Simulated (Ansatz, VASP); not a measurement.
**One calculation of Re, two programs**

```
Re
1.0
     2.73784    0.00000    0.00000
    -1.36892    2.37104    0.00000
     0.00000    0.00000    4.41515
Re
2
Direct
  0.33333 0.66667 0.25000
  0.66667 0.33333 0.75000
```

Alike in both runs: functional LDA; k mesh 21 × 21 × 12; occupations fermi-dirac, width 0.05 eV; no spin polarisation.

Ansatz relaxed the structure, and its values are those at the end. VASP's run is a single point on that final structure, the one shown.

|  | VASP | Ansatz |
| --- | --- | --- |
| version | VASP 6.6.1 | Ansatz 0.2.0 |
| potentials or method | VASP PAW LDA potentials, release 64 (Re) | PAW with Ansatz's default frozen-core files, scalar-relativistic |
| plane-wave cutoff (eV) | 520 | 420 |
| valence electrons in the cell | 14 | 30 |

Ansatz gave:

```
pressure (GPa) : 0.0
```

Which values does VASP return?

Pressure (GPa): 1.6.

LDA's correlation is that of Perdew and Zunger in VASP and of Perdew and Wang (1992) in Ansatz. VASP's potentials hold 14 valence electrons a cell and Ansatz's 30, so a difference there can come from the potentials and not from the codes.

Spin-orbit coupling is off throughout.
